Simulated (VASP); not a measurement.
# As (R-3m) in VASP: single point with PBE

Aim: the single point of As with PBE.

Program: VASP 6.6.1. These are calculated values, not measurements. Logs are shortened: lines on timing, memory, paths and dates and some standing lists are left out, and cuts for length are marked.

**1. The cell of the first run**

It takes space group R-3m (No. 166, trigonal). The conventional cell has a = 3.780 Å, b = 3.780 Å, c = 11.654 Å, α = 90.00°, β = 90.00°, γ = 120.00°. As (site symmetry 3m) has 6 As at 2.55 to 3.38 Å within 3.4 Å.

**2. Single point, PBE (24.04 Å³/atom)**

Contents of INCAR:

```
PREC = Accurate ; ENCUT = 510
EDIFF = 1E-6 ; ISMEAR = 0
SIGMA = 0.1 ; LREAL = F
LASPH = T ; NELM = 120
ALGO = Normal ; ISIF = 2
LWAVE = F ; LCHARG = T
GGA = PE ; LELF = T
LVHAR = T ; NBANDS = 22
GGA_COMPAT = F
```

Contents of KPOINTS:

```
regular mesh
0
Gamma
  12 12 12
```

Contents of POSCAR:

```
As
1.0
    1.8902259031      1.0913224339      3.8846268242
   -1.8902259031      1.0913224339      3.8846268242
    0.0000000000     -2.1826448680      3.8846268241
As
2
Direct
    0.7771710517      0.7771710517      0.7771710517
    0.2228289483      0.2228289483      0.2228289483
```

Potentials or basis: VASP PAW PBE potentials, release 64 (As_d).

The run is started by

```sh
cat potpaw_PBE.64/As_d/POTCAR > POTCAR
mpirun -np 1 vasp_std > vasp.out
```

OUTCAR:

```text
PREC = Accurate
   ENCUT = 510
   EDIFF = 1E-6
   ISMEAR = 0
   LREAL = F
   LASPH = T
   NELM = 120
   ISIF = 2
   GGA = PE

 ion  position               nearest neighbor table
   1  0.777  0.777  0.777-   2 2.55   2 2.55   2 2.55
   2  0.223  0.223  0.223-   1 2.55   1 2.55   1 2.55

  LATTYP: Found a trigonal (rhomboedric) cell.
 ALAT       =     4.4558124044
 COS(alpha) =     0.6400819560

  Lattice vectors:

 A1 = (   1.8902259031,   1.0913224339,   3.8846268242)
 A2 = (  -1.8902259031,   1.0913224339,   3.8846268242)
 A3 = (   0.0000000000,  -2.1826448680,   3.8846268241)

Analysis of symmetry for initial positions (statically):
=====================================================================
 Subroutine PRICEL returns:
 Original cell was already a primitive cell.

 Routine SETGRP: Setting up the symmetry group for a
 trigonal (rhombohedral) supercell.

 Subroutine GETGRP returns: Found 12 space group operations
 (whereof 12 operations were pure point group operations)
 out of a pool of 12 trial point group operations.

The static configuration has the point symmetry D_3d.

Analysis of symmetry for dynamics (positions and initial velocities):
=====================================================================
 Subroutine PRICEL returns:
 Original cell was already a primitive cell.

 Routine SETGRP: Setting up the symmetry group for a
 trigonal (rhombohedral) supercell.

 Subroutine GETGRP returns: Found 12 space group operations
 (whereof 12 operations were pure point group operations)
 out of a pool of 12 trial point group operations.

The dynamic configuration has the point symmetry D_3d.

 Subroutine INISYM returns: Found 12 space group operations
 (whereof 12 operations are pure point group operations),
 and found     1 'primitive' translations

----------------------------------------------------------------------------------------

                                     Primitive cell

  volume of cell :      48.0803

  direct lattice vectors                    reciprocal lattice vectors
     1.890225903  1.091322434  3.884626824     0.264518648  0.152719913  0.085808328
    -1.890225903  1.091322434  3.884626824    -0.264518648  0.152719913  0.085808328
     0.000000000 -2.182644868  3.884626824     0.000000000 -0.305439825  0.085808328

  length of vectors
     4.455812404  4.455812404  4.455812404     0.317264174  0.317264174  0.317264174

  position of ions in fractional coordinates (direct lattice)
     0.777171052  0.777171052  0.777171052
     0.222828948  0.222828948  0.222828948

  ion indices of the primitive-cell ions
   primitive index   ion index
                 1           1
                 2           2

----------------------------------------------------------------------------------------

 KPOINTS: regular mesh

Automatic generation of k-mesh.
 Grid dimensions read from file:
 generate k-points for:   12   12   12

 Generating k-lattice:

  Cartesian coordinates                     Fractional coordinates (reciprocal lattice)
     0.022043221  0.012726659  0.007150694     0.083333333 -0.000000000  0.000000000
    -0.022043221  0.012726659  0.007150694    -0.000000000  0.083333333  0.000000000
     0.000000000 -0.025453319  0.007150694     0.000000000  0.000000000  0.083333333

  Length of vectors
     0.026438681  0.026438681  0.026438681

  Shift w.r.t. Gamma in fractional coordinates (k-lattice)
     0.000000000  0.000000000  0.000000000

 Subroutine IBZKPT returns following result:
 ===========================================

 Found    189 irreducible k-points:

 Following reciprocal coordinates:
            Coordinates               Weight
  0.000000  0.000000  0.000000      1.000000
  0.083333  0.000000  0.000000      6.000000
  0.166667  0.000000  0.000000      6.000000
  0.250000 -0.000000  0.000000      6.000000
  0.333333  0.000000  0.000000      6.000000
  0.416667 -0.000000  0.000000      6.000000
[... 16 lines left out ...]
  0.500000  0.166667  0.000000     12.000000
 -0.416667  0.166667  0.000000     12.000000
 [... further k-points ...]
   k-points           NKPTS =    189   k-points in BZ     NKDIM =    189   number of bands    NBANDS=     22
   number of dos      NEDOS =    301   number of ions     NIONS =      2
   total plane-waves  NPLWV =  46656
   dimension x,y,z NGX =    36 NGY =   36 NGZ =   36
   dimension x,y,z NGXF=    72 NGYF=   72 NGZF=   72
   ions per type =               2
   NGX,Y,Z   is equivalent  to a cutoff of  13.43, 13.43, 13.43 a.u.
   NGXF,Y,Z  is equivalent  to a cutoff of  26.86, 26.86, 26.86 a.u.
 SYSTEM =  unknown system
   PREC   = accura    normal or accurate (medium, high low for compatibility)
   ISTART =      0    job   : 0-new  1-cont  2-samecut
   ICHARG =      2    charge: 1-file 2-atom 10-const
   ISPIN  =      1    spin polarized calculation?
   LNONCOLLINEAR =      F non collinear calculations
   LSORBIT =      F    spin-orbit coupling
   LASPH  =      T    aspherical Exc in radial PAW
   ENCUT  =  510.0 eV  37.48 Ry    6.12 a.u.   8.20  8.20  8.20*2*pi/ulx,y,z
   NELM   =    120;   NELMIN=  2; NELMDL= -5     # of ELM steps
   EDIFF  = 0.1E-05   stopping-criterion for ELM
   LREAL  =      F    real-space projection
   EDIFFG = 0.1E-04   stopping-criterion for IOM
   NSW    =      0    number of steps for IOM
   IBRION =     -1    ionic relax: 0-MD 1-quasi-New 2-CG
   NFREE  =      0    steps in history (QN), initial steepest desc. (CG)
   ISIF   =      2    stress and relaxation
   ISYM   =      2    0-nonsym 1-usesym 2-fastsym
   POTIM  = 0.5000    time-step for ionic-motion
   TEBEG  =    0.0;   TEEND  =   0.0 temperature during run
   PSTRESS=    0.0 pullay stress
   NELECT =      30.0000    total number of electrons
   NUPDOWN=      -1.0000    fix difference up-down
   EMIN   =  10.00;   EMAX   =-10.00  energy-range for DOS
   EFERMI =   0.00;   METHOD = LEGACY
   ISMEAR =     0;   SIGMA  =   0.10  broadening in eV -4-tet -1-fermi 0-gaus
   EFERMI_NEDOS =   21; number of points for ismear=-14 and -15
   IALGO  =     38    algorithm
   IMIX   =      4    mixing-type and parameters
     AMIX     =   0.40;   BMIX     =  1.00
     AMIX_MAG =   1.60;   BMIX_MAG =  1.00
  volume/ion in A,a.u.               =      24.04       162.23
  Fermi-wavevector in a.u.,A,eV,Ry     =   1.398920  2.643575 26.626281  1.956976
  Thomas-Fermi vector in A             =   2.522030
   LORBIT       =      0    0 simple, 1 ext, 2 COOP (PROOUT), +10 PAW based schemes
   GGA     = PE    functional components
   LHFCALC =     F    Hartree Fock is set to
   AEXX    =    0.0000 exact exchange contribution
   IVDW    =     0    specifies the selected vdW correction
   LEPSILON=     F    determine dielectric tensor
   LRPA    =     F    only Hartree local field effects (RPA)
 non-spin polarized calculation
 Gauss-broadening in eV      SIGMA  =   0.10
  energy-cutoff  :      510.00
  volume of cell :       48.08
 maximum number of plane-waves:      1271
 NGX is ok and might be reduce to    36
   NGX = 17   NGY = 17   NGZ = 17

 number of electron      29.9999998 magnetization

 Free energy of the ion-electron system (eV)
  ---------------------------------------------------
  ext. energy  EPLUGINS =         0.00000000
  ---------------------------------------------------
  free energy    TOTEN  =        -9.35302342 eV

  energy without entropy =       -9.35160010  energy(sigma->0) =       -9.35231176

 E-fermi :   3.0775     XC(G=0): -10.0564

 val. band max:        3.0697714101   @ k =   0.4167   0.3333   0.3333
 cond. band min:       3.1098032864   @ k =  -0.4167   0.5000   0.4167
 fundamental gap:      0.0400318763
 Fermi energy:         3.0774852602

 k-point     1 :       0.0000    0.0000    0.0000
  band No.  band energies     occupation
      1     -33.2910      2.00000
      2     -33.2910      2.00000
      3     -33.2539      2.00000
      4     -33.2539      2.00000
      5     -33.2192      2.00000
      6     -33.1937      2.00000
[... 14 lines left out ...]
     21      10.7360      0.00000
     22      11.2159      0.00000

 k-point     2 :       0.0833    0.0000    0.0000
  band No.  band energies     occupation
      1     -33.2908      2.00000
      2     -33.2893      2.00000
      3     -33.2533      2.00000
      4     -33.2526      2.00000
      5     -33.2191      2.00000
      6     -33.1945      2.00000
[... 14 lines left out ...]
     21      10.2468      0.00000
     22      11.7622      0.00000

 k-point     3 :       0.1667    0.0000    0.0000
  band No.  band energies     occupation
      1     -33.2899      2.00000
      2     -33.2844      2.00000
      3     -33.2517      2.00000
      4     -33.2488      2.00000
      5     -33.2186      2.00000
      6     -33.1970      2.00000
[... 14 lines left out ...]
     21      10.3650      0.00000
     22      12.9861      0.00000

 k-point     4 :       0.2500   -0.0000    0.0000
  band No.  band energies     occupation
      1     -33.2887      2.00000
      2     -33.2770      2.00000
      3     -33.2491      2.00000
      4     -33.2432      2.00000
      5     -33.2178      2.00000
      6     -33.2009      2.00000
[... 14 lines left out ...]
     21      11.0686      0.00000
     22      14.2522      0.00000

 k-point     5 :       0.3333    0.0000    0.0000
  band No.  band energies     occupation
      1     -33.2873      2.00000
      2     -33.2686      2.00000
      3     -33.2452      2.00000
      4     -33.2362      2.00000
      5     -33.2166      2.00000
      6     -33.2061      2.00000
[... 417 lines left out ...]
 k-point    22 :       0.4167    0.1667    0.0000
  band No.  band energies     occupation
      1     -33.2885      2.00000
      2     -33.2621      2.00000
      3     -33.2437      2.00000
      4     -33.2357      2.00000
      5     -33.2152      2.00000
      6     -33.2097      2.00000
[... 14 lines left out ...]
     21      13.2129      0.00000
     22      14.2092      0.00000

 k-point    23 :       0.5000    0.1667    0.0000
  band No.  band energies     occupation
      1     -33.2879      2.00000
      2     -33.2548      2.00000
      3     -33.2381      2.00000
      4     -33.2305      2.00000
      5     -33.2165      2.00000
      6     -33.2135      2.00000
[... 14 lines left out ...]
     21      12.7423      0.00000
     22      14.6544      0.00000

 k-point    24 :      -0.4167    0.1667    0.0000
  band No.  band energies     occupation
      1     -33.2879      2.00000
      2     -33.2522      2.00000
      3     -33.2318      2.00000
      4     -33.2282      2.00000
      5     -33.2207      2.00000
      6     -33.2167      2.00000
[... 14 lines left out ...]
     21      12.6734      0.00000
     22      13.9808      0.00000

 [... further k-points ...]

------------------------ aborting loop because EDIFF is reached ----------------------------------------

  FORCE on cell =-STRESS in cart. coord.  units (eV):
  Direction    XX          YY          ZZ          XY          YZ          ZX
  --------------------------------------------------------------------------------------
  -------------------------------------------------------------------------------------
  Total       -0.1845919     -0.1845919     -0.1786056      0.0000000     -0.0000000      0.0000000
  in kB       -6.1511438     -6.1511438     -5.9516643      0.0000000     -0.0000000      0.0000000
  external PRESSURE =      -6.0846507 kB  Pullay stress =       0.0000000 kB

 VOLUME and BASIS-vectors are now :
 -----------------------------------------------------------------------------
  energy-cutoff  :      510.00
  volume of cell :       48.08
      direct lattice vectors                 reciprocal lattice vectors
     1.890225903  1.091322434  3.884626824     0.264518648  0.152719913  0.085808328
    -1.890225903  1.091322434  3.884626824    -0.264518648  0.152719913  0.085808328
     0.000000000 -2.182644868  3.884626824     0.000000000 -0.305439825  0.085808328

 POSITION                                       TOTAL-FORCE (eV/Angst)
 -----------------------------------------------------------------------------------
      0.00000     -0.00000      9.05706         0.000000      0.000000     -0.014161
      0.00000     -0.00000      2.59682         0.000000     -0.000000      0.014161
 -----------------------------------------------------------------------------------
    total drift:                                0.000000     -0.000000      0.000000

  FREE ENERGIE OF THE ION-ELECTRON SYSTEM (eV)
  ---------------------------------------------------
  free  energy   TOTEN  =        -9.3530234221 eV

  energy  without entropy=       -9.3516000962  energy(sigma->0) =       -9.35231176
```

Run time: 3.1 min. Hardware: 1 thread of Intel Xeon Platinum 8259CL at 2.50GHz (Skylake/Cascade Lake), shared host; peak memory 0.3 GiB.

What came out:

```
Free energy            : -9.3530 eV
Pressure               : -0.6 GPa
Largest force          : 0.014 eV/Å
Band gap on the k mesh : zero (bands 15 and 16 overlap by 0.46 eV)
```

Forces in eV/Å, atoms in the order of the input:
```
As   0.000  0.000 -0.014
As   0.000  0.000  0.014
```

The gap in the log of VASP goes by the Fermi energy; the results here count the filled bands.